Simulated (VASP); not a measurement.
# Si2B (Pn-3m) in VASP: a series of runs

Runs on Si2B. Level: r2SCAN. Tasks: relaxation of cell and atoms.

Everything below comes from runs of VASP 6.6.1. Logs are shortened: lines on timing, memory, paths and dates and some standing lists are left out, and cuts for length are marked.

### 1 The cell of the first run

The structure is cubic, space group Pn-3m (No. 224). The conventional cell has a = 4.343 Å, b = 4.343 Å, c = 4.343 Å, α = 90.00°, β = 90.00°, γ = 90.00°. Within 2.5 Å of Si (site symmetry -3m) lie 2 B at 1.88 Å. Within 2.5 Å of B (site symmetry -43m) lie 4 Si at 1.88 Å.

### 2 Relaxation of cell and atoms, r2SCAN

Contents of POSCAR:

```
Si2B
1.0
    4.3428848873      0.0000000000      0.0000000000
    0.0000000000      4.3428848873      0.0000000000
    0.0000000000      0.0000000000      4.3428848873
Si B
4 2
Direct
    0.2500000000      0.2500000000      0.2500000000
    0.2500000000      0.7500000000      0.7500000000
    0.7500000000      0.7500000000      0.2500000000
    0.7500000000      0.2500000000      0.7500000000
    0.0000000000      0.0000000000      0.0000000000
    0.5000000000      0.5000000000      0.5000000000
```

Contents of INCAR.step1:

```
SYSTEM = Si2B
PREC = Accurate ; ENCUT = 600
ISMEAR = 0 ; SIGMA = 0.1
LREAL = .FALSE. ; LASPH = .TRUE.
NELM = 60 ; GGA = PE
ALGO = Normal ; EDIFF = 1E-4
LWAVE = .TRUE. ; LCHARG = .FALSE.
```

Contents of INCAR.step2:

```
SYSTEM = Si2B
PREC = Accurate ; ENCUT = 600
EDIFF = 1E-7 ; ISMEAR = 0
SIGMA = 0.1 ; LREAL = .FALSE.
LASPH = .TRUE. ; NELM = 60
ALGO = Normal ; ISIF = 3
LWAVE = .FALSE. ; LCHARG = .FALSE.
METAGGA = R2SCAN ; LMIXTAU = .TRUE.
IBRION = 2 ; NSW = 90
EDIFFG = -0.04 ; ISTART = 1
```

Contents of KPOINTS:

```
regular mesh
0
G
  4 4 4
  0 0 0
```

Potentials or basis: VASP PAW PBE potentials, release 64 (Si, B).

The run is started by

```bash
$ cat potpaw_PBE.64/Si/POTCAR potpaw_PBE.64/B/POTCAR > POTCAR
$ cp INCAR.step1 INCAR
$ mpirun -np 1 vasp_std > vasp.out
$ cp INCAR.step2 INCAR
$ mpirun -np 1 vasp_std > vasp.out
```

OUTCAR:

```text
SYSTEM = Si2B
   PREC = Accurate
   ENCUT = 600
   EDIFF = 1E-7
   ISMEAR = 0
   LREAL = .FALSE.
   LASPH = .TRUE.
   NELM = 60
   ISIF = 3
   METAGGA = R2SCAN
   IBRION = 2
   NSW = 90
   EDIFFG = -0.04
   ISTART = 1

 ion  position               nearest neighbor table
   1  0.250  0.250  0.250-   5 1.88   6 1.88   4 3.07   2 3.07   3 3.07   2 3.07   4 3.07   2 3.07
                             3 3.07   2 3.07   3 3.07   4 3.07   4 3.07   3 3.07
   2  0.250  0.750  0.750-   5 1.88   6 1.88   4 3.07   1 3.07   3 3.07   1 3.07   3 3.07   1 3.07
                             4 3.07   1 3.07   3 3.07   4 3.07   3 3.07   4 3.07
   3  0.750  0.750  0.250-   5 1.88   6 1.88   4 3.07   1 3.07   2 3.07   2 3.07   4 3.07   1 3.07
                             4 3.07   4 3.07   1 3.07   2 3.07   2 3.07   1 3.07
   4  0.750  0.250  0.750-   5 1.88   6 1.88   3 3.07   1 3.07   2 3.07   1 3.07   3 3.07   2 3.07
                             3 3.07   3 3.07   1 3.07   2 3.07   1 3.07   2 3.07
   5  0.000  0.000  0.000-   1 1.88   2 1.88   3 1.88   4 1.88
   6  0.500  0.500  0.500-   1 1.88   2 1.88   3 1.88   4 1.88

  LATTYP: Found a simple cubic cell.
 ALAT       =     4.3428848873

  Lattice vectors:

 A1 = (   4.3428848873,   0.0000000000,   0.0000000000)
 A2 = (   0.0000000000,   4.3428848873,   0.0000000000)
 A3 = (   0.0000000000,   0.0000000000,   4.3428848873)

Analysis of symmetry for initial positions (statically):
=====================================================================
 Subroutine PRICEL returns:
 Original cell was already a primitive cell.

 Routine SETGRP: Setting up the symmetry group for a
 simple cubic supercell.

 Subroutine GETGRP returns: Found 48 space group operations
 (whereof 24 operations were pure point group operations)
 out of a pool of 48 trial point group operations.

The static configuration has the point symmetry T_d .
 The point group associated with its full space group is O_h .

Analysis of symmetry for dynamics (positions and initial velocities):
=====================================================================
 Subroutine PRICEL returns:
 Original cell was already a primitive cell.

 Routine SETGRP: Setting up the symmetry group for a
 simple cubic supercell.

 Subroutine GETGRP returns: Found 48 space group operations
 (whereof 24 operations were pure point group operations)
 out of a pool of 48 trial point group operations.

The dynamic configuration has the point symmetry T_d .
 The point group associated with its full space group is O_h .

 Subroutine INISYM returns: Found 48 space group operations
 (whereof 24 operations are pure point group operations),
 and found     1 'primitive' translations

----------------------------------------------------------------------------------------

                                     Primitive cell

  volume of cell :      81.9096

  direct lattice vectors                    reciprocal lattice vectors
     4.342884887  0.000000000  0.000000000     0.230261687  0.000000000  0.000000000
     0.000000000  4.342884887  0.000000000     0.000000000  0.230261687  0.000000000
     0.000000000  0.000000000  4.342884887     0.000000000  0.000000000  0.230261687

  length of vectors
     4.342884887  4.342884887  4.342884887     0.230261687  0.230261687  0.230261687

  position of ions in fractional coordinates (direct lattice)
     0.250000000  0.250000000  0.250000000
     0.250000000  0.750000000  0.750000000
     0.750000000  0.750000000  0.250000000
     0.750000000  0.250000000  0.750000000
     0.000000000  0.000000000  0.000000000
     0.500000000  0.500000000  0.500000000

  ion indices of the primitive-cell ions
   primitive index   ion index
                 1           1
                 2           2
                 3           3
                 4           4
                 5           5
                 6           6

----------------------------------------------------------------------------------------

 KPOINTS: regular mesh

Automatic generation of k-mesh.
 Grid dimensions read from file:
 generate k-points for:    4    4    4

 Generating k-lattice:

  Cartesian coordinates                     Fractional coordinates (reciprocal lattice)
     0.057565422  0.000000000  0.000000000     0.250000000  0.000000000  0.000000000
     0.000000000  0.057565422  0.000000000     0.000000000  0.250000000  0.000000000
     0.000000000  0.000000000  0.057565422     0.000000000  0.000000000  0.250000000

  Length of vectors
     0.057565422  0.057565422  0.057565422

  Shift w.r.t. Gamma in fractional coordinates (k-lattice)
     0.000000000  0.000000000  0.000000000

 Subroutine IBZKPT returns following result:
 ===========================================

 Found     10 irreducible k-points:

 Following reciprocal coordinates:
            Coordinates               Weight
  0.000000  0.000000  0.000000      1.000000
  0.250000  0.000000  0.000000      6.000000
  0.500000  0.000000  0.000000      3.000000
  0.250000  0.250000  0.000000     12.000000
  0.500000  0.250000  0.000000     12.000000
  0.500000  0.500000  0.000000      3.000000
  0.250000  0.250000  0.250000      8.000000
  0.500000  0.250000  0.250000     12.000000
  0.500000  0.500000  0.250000      6.000000
  0.500000  0.500000  0.500000      1.000000
   k-points           NKPTS =     10   k-points in BZ     NKDIM =     10   number of bands    NBANDS=     15
   number of dos      NEDOS =    301   number of ions     NIONS =      6
   total plane-waves  NPLWV =  46656
   dimension x,y,z NGX =    36 NGY =   36 NGZ =   36
   dimension x,y,z NGXF=    72 NGYF=   72 NGZF=   72
   ions per type =               4   2
   NGX,Y,Z   is equivalent  to a cutoff of  13.78, 13.78, 13.78 a.u.
   NGXF,Y,Z  is equivalent  to a cutoff of  27.56, 27.56, 27.56 a.u.
 SYSTEM =  Si2B
   PREC   = accura    normal or accurate (medium, high low for compatibility)
   ISTART =      1    job   : 0-new  1-cont  2-samecut
   ICHARG =      0    charge: 1-file 2-atom 10-const
   ISPIN  =      1    spin polarized calculation?
   LNONCOLLINEAR =      F non collinear calculations
   LSORBIT =      F    spin-orbit coupling
   LASPH  =      T    aspherical Exc in radial PAW
   ENCUT  =  600.0 eV  44.10 Ry    6.64 a.u.   8.67  8.67  8.67*2*pi/ulx,y,z
   NELM   =     60;   NELMIN=  2; NELMDL=  0     # of ELM steps
   EDIFF  = 0.1E-06   stopping-criterion for ELM
   LREAL  =      F    real-space projection
   EDIFFG = -.4E-01   stopping-criterion for IOM
   NSW    =     90    number of steps for IOM
   IBRION =      2    ionic relax: 0-MD 1-quasi-New 2-CG
   NFREE  =      1    steps in history (QN), initial steepest desc. (CG)
   ISIF   =      3    stress and relaxation
   ISYM   =      2    0-nonsym 1-usesym 2-fastsym
   POTIM  = 0.5000    time-step for ionic-motion
   TEBEG  =    0.0;   TEEND  =   0.0 temperature during run
   PSTRESS=    0.0 pullay stress
   NELECT =      22.0000    total number of electrons
   NUPDOWN=      -1.0000    fix difference up-down
   EMIN   =  10.00;   EMAX   =-10.00  energy-range for DOS
   EFERMI =   0.00;   METHOD = LEGACY
   ISMEAR =     0;   SIGMA  =   0.10  broadening in eV -4-tet -1-fermi 0-gaus
   EFERMI_NEDOS =   21; number of points for ismear=-14 and -15
   IALGO  =     38    algorithm
   IMIX   =      4    mixing-type and parameters
     AMIX     =   0.40;   BMIX     =  1.00
     AMIX_MAG =   1.60;   BMIX_MAG =  1.00
  volume/ion in A,a.u.               =      13.65        92.13
  Fermi-wavevector in a.u.,A,eV,Ry     =   1.056260  1.996042 15.179812  1.115685
  Thomas-Fermi vector in A             =   2.191489
   LORBIT       =      0    0 simple, 1 ext, 2 COOP (PROOUT), +10 PAW based schemes
   METAGGA = R2SCAN    functional components
   LHFCALC =     F    Hartree Fock is set to
   AEXX    =    0.0000 exact exchange contribution
   IVDW    =     0    specifies the selected vdW correction
   LEPSILON=     F    determine dielectric tensor
   LRPA    =     F    only Hartree local field effects (RPA)
 conjugate gradient relaxation of ions
 non-spin polarized calculation
 Gauss-broadening in eV      SIGMA  =   0.10
  energy-cutoff  :      600.00
  volume of cell :       81.91
 maximum number of plane-waves:      2800
 NGX is ok and might be reduce to    36
   NGX = 17   NGY = 17   NGZ = 17

--------------------------------------- Ionic step        1  -------------------------------------------

 number of electron      21.9999998 magnetization

 Free energy of the ion-electron system (eV)
  ---------------------------------------------------
  ext. energy  EPLUGINS =         0.00000000
  ---------------------------------------------------
  free energy    TOTEN  =       -43.15533650 eV

  energy without entropy =      -43.14238482  energy(sigma->0) =      -43.14886066

------------------------ aborting loop because EDIFF is reached ----------------------------------------

  FORCE on cell =-STRESS in cart. coord.  units (eV):
  Direction    XX          YY          ZZ          XY          YZ          ZX
  --------------------------------------------------------------------------------------
  -------------------------------------------------------------------------------------
  Total        8.2204656      8.2204656      8.2204656      0.0000000      0.0000000      0.0000000
  in kB      160.7948168    160.7948168    160.7948168      0.0000000      0.0000000      0.0000000
  external PRESSURE =     160.7948168 kB  Pullay stress =       0.0000000 kB

 VOLUME and BASIS-vectors are now :
 -----------------------------------------------------------------------------
  energy-cutoff  :      600.00
  volume of cell :       81.91
      direct lattice vectors                 reciprocal lattice vectors
     4.342884887  0.000000000  0.000000000     0.230261687  0.000000000  0.000000000
     0.000000000  4.342884887  0.000000000     0.000000000  0.230261687  0.000000000
     0.000000000  0.000000000  4.342884887     0.000000000  0.000000000  0.230261687
[... 41 lines left out ...]
 POSITION                                       TOTAL-FORCE (eV/Angst)
 -----------------------------------------------------------------------------------
      1.15748      1.15748      1.15748        -0.000000      0.000000     -0.000000
      1.15748      3.47245      3.47245         0.000000      0.000000      0.000000
      3.47245      3.47245      1.15748         0.000000     -0.000000     -0.000000
      3.47245      1.15748      3.47245        -0.000000     -0.000000      0.000000
     -0.00000      0.00000      4.62993         0.000000      0.000000      0.000000
      2.31497      2.31497      2.31497        -0.000000      0.000000      0.000000
 -----------------------------------------------------------------------------------
    total drift:                                0.000000      0.000000      0.000000

  FREE ENERGIE OF THE ION-ELECTRON SYSTEM (eV)
  ---------------------------------------------------
  free  energy   TOTEN  =       -43.5848419822 eV

  energy  without entropy=      -43.5691646057  energy(sigma->0) =      -43.57700329

--------------------------------------- Ionic step        3  -------------------------------------------

 number of electron      22.0000001 magnetization

 Free energy of the ion-electron system (eV)
  ---------------------------------------------------
  ext. energy  EPLUGINS =         0.00000000
  ---------------------------------------------------
  free energy    TOTEN  =       -43.67859138 eV

  energy without entropy =      -43.66584295  energy(sigma->0) =      -43.67221716

 E-fermi :   6.3504     XC(G=0): -10.6666

 val. band max:        6.2762277241   @ k =   0.2500   0.0000   0.0000
 cond. band min:       6.3832414112   @ k =   0.5000   0.5000   0.2500
 fundamental gap:      0.1070136871
 Fermi energy:         6.3504440453

 k-point     1 :       0.0000    0.0000    0.0000
  band No.  band energies     occupation
      1      -7.2955      2.00000
      2      -3.0573      2.00000
      3      -0.9090      2.00000
      4      -0.9090      2.00000
      5      -0.9090      2.00000
      6       2.3786      2.00000
      7       2.3786      2.00000
      8       3.0168      2.00000
      9       3.0168      2.00000
     10       3.0168      2.00000
     11       5.6890      2.00000
     12       8.3066      0.00000
     13       8.3066      0.00000
     14       8.3066      0.00000
     15       9.9446      0.00000
[... 182 lines left out ...]
 POSITION                                       TOTAL-FORCE (eV/Angst)
 -----------------------------------------------------------------------------------
      1.13458      1.13458      1.13458        -0.000000      0.000000     -0.000000
      1.13458      3.40374      3.40374         0.000000      0.000000     -0.000000
      3.40374      3.40374      1.13458         0.000000     -0.000000      0.000000
      3.40374      1.13458      3.40374        -0.000000     -0.000000     -0.000000
      0.00000      0.00000      0.00000        -0.000000      0.000000     -0.000000
      2.26916      2.26916      2.26916         0.000000     -0.000000      0.000000
 -----------------------------------------------------------------------------------
    total drift:                                0.000000      0.000000      0.000000

  FREE ENERGIE OF THE ION-ELECTRON SYSTEM (eV)
  ---------------------------------------------------
  free  energy   TOTEN  =       -43.6785913786 eV

  energy  without entropy=      -43.6658429463  energy(sigma->0) =      -43.67221716

 reached required accuracy - stopping structural energy minimisation
```

It took 2.8 min on 1 thread of Oxide Virtual Turin-like, shared host; peak memory 0.18 GiB.

What came out:

* Free energy: -43.6786 eV
* Relaxed volume: 15.58 Å³/atom
* Relaxed cell: a = 4.538 Å, b = 4.538 Å, c = 4.538 Å, α = 90.00°, β = 90.00°, γ = 90.00°
* Space group after relaxing (to 0.1 Å): Pn-3m (No. 224)
* Energy gained by relaxing: 87.2 meV/atom
* Ionic steps: 3
* Pressure after relaxing: 0.0 GPa
* Band gap on the k mesh: zero (bands 11 and 12 overlap by 2.19 eV)

Step by step:
```
step  energy change (eV)  largest force (eV/Å)  pressure (GPa)  volume (Å³)
   1              0.0000                0.0000           16.08        81.91
   2             -0.4295                0.0000           -4.95        99.25
   3             -0.5233                0.0000            0.01        93.47
```

Final structure:
```
Si B
1.0
     4.53832    0.00000    0.00000
     0.00000    4.53832    0.00000
     0.00000    0.00000    4.53832
Si B
4 2
Direct
  0.25000 0.25000 0.25000
  0.25000 0.75000 0.75000
  0.75000 0.75000 0.25000
  0.75000 0.25000 0.75000
  0.00000 0.00000 0.00000
  0.50000 0.50000 0.50000
```

Caveat: the k points lie up to 0.35 Å⁻¹ apart in the final cell, too coarse for converged energies and pressures of a metal; the PAW data sets were made with another functional, which shifts forces and pressure a little.

### 3 Relaxation of cell and atoms, r2SCAN

This run uses another cell than the first one, of 15.59 Å³/atom.

POSCAR, as its differences from that of step 2:

```diff
@@ -2,5 +2,5 @@
 1.0
-    4.3428848873      0.0000000000      0.0000000000
-    0.0000000000      4.3428848873      0.0000000000
-    0.0000000000      0.0000000000      4.3428848873
+    4.5395019481      0.0000000000      0.0000000000
+    0.0000000000      4.5395019481      0.0000000000
+    0.0000000000      0.0000000000      4.5395019481
 Si B
```

Contents of INCAR.step1:

```
SYSTEM = Si2B
  PREC = Accurate
  ENCUT = 600
  ISMEAR = 0
  SIGMA = 0.1
  LREAL = .FALSE.
  LASPH = .TRUE.
  NELM = 80
  GGA = PE
  ALGO = Normal
  EDIFF = 1E-4
  LWAVE = .TRUE.
  LCHARG = .FALSE.
```

Contents of INCAR.step2:

```
SYSTEM = Si2B
  PREC = Accurate
  ENCUT = 600
  EDIFF = 1E-6
  ISMEAR = 0
  SIGMA = 0.1
  LREAL = .FALSE.
  LASPH = .TRUE.
  NELM = 80
  ALGO = Normal
  ISIF = 3
  LWAVE = .FALSE.
  LCHARG = .FALSE.
  METAGGA = R2SCAN
  LMIXTAU = .TRUE.
  IBRION = 2
  NSW = 100
  EDIFFG = -0.01
  ISTART = 1
```

Contents of KPOINTS:

```
Automatic mesh
0
G
  8 8 8
  0 0 0
```

Potentials or basis: VASP PAW PBE potentials, release 64 (Si, B).

The run is started by

```bash
$ cat potpaw_PBE.64/Si/POTCAR potpaw_PBE.64/B/POTCAR > POTCAR
$ cp INCAR.step1 INCAR
$ mpirun -np 1 vasp_std > vasp.out
$ cp INCAR.step2 INCAR
$ mpirun -np 1 vasp_std > vasp.out
```

Run time: 4.2 min. Hardware: 1 thread of Oxide Virtual Turin-like, shared host; peak memory 0.21 GiB.

The run converged. Its results:

- Free energy: -43.7118 eV
- Relaxed volume: 15.46 Å³/atom
- Relaxed cell: a = 4.527 Å, b = 4.527 Å, c = 4.527 Å, α = 90.00°, β = 90.00°, γ = 90.00°
- Space group after relaxing (to 0.1 Å): Pn-3m (No. 224)
- Energy gained by relaxing: 0.3 meV/atom
- Ionic steps: 3
- Pressure after relaxing: 0.0 GPa
- Band gap on the k mesh: zero (bands 11 and 12 overlap by 2.19 eV)

Step by step:
| step | energy change (eV) | largest force (eV/Å) | pressure (GPa) | volume (Å³) |
| --- | --- | --- | --- | --- |
| 1 | 0.0000 | 0.0000 | -0.80 | 93.55 |
| 2 | -0.0018 | 0.0000 | 0.28 | 92.50 |
| 3 | -0.0020 | 0.0000 | 0.01 | 92.76 |

Final structure:
```xyz
6
Lattice="4.5267 0.0000 0.0000 0.0000 4.5267 0.0000 0.0000 0.0000 4.5267" Properties=species:S:1:pos:R:3 pbc="T T T"
Si    1.1317    1.1317    1.1317
Si    1.1317    3.3950    3.3950
Si    3.3950    3.3950    1.1317
Si    3.3950    1.1317    3.3950
B     0.0000    0.0000    0.0000
B     2.2633    2.2633    2.2633
```

Levels at points of the mesh, in eV from the Fermi level:
```
           k point  band 7  band 8  band 9  band 10  band 11  band 12  band 13  band 14  band 15
(0.00, 0.00, 0.00)   -3.90   -3.24   -3.24    -3.24    -0.54     2.08     2.08     2.08     3.73
(0.50, 0.00, 0.00)   -4.04   -4.04   -2.12    -2.12     1.19     1.19     1.61     1.61     1.84
(0.50, 0.50, 0.00)   -3.65   -3.65   -2.13    -2.13    -1.00    -1.00     2.40     2.40     4.14
(0.50, 0.50, 0.50)   -6.33   -6.33    0.87     0.87     0.87     3.09     3.09     3.09     4.75
```

Caveat: the PAW data sets were made with another functional, which shifts forces and pressure a little.

The gap in the log of VASP goes by the Fermi energy; the results here count the filled bands.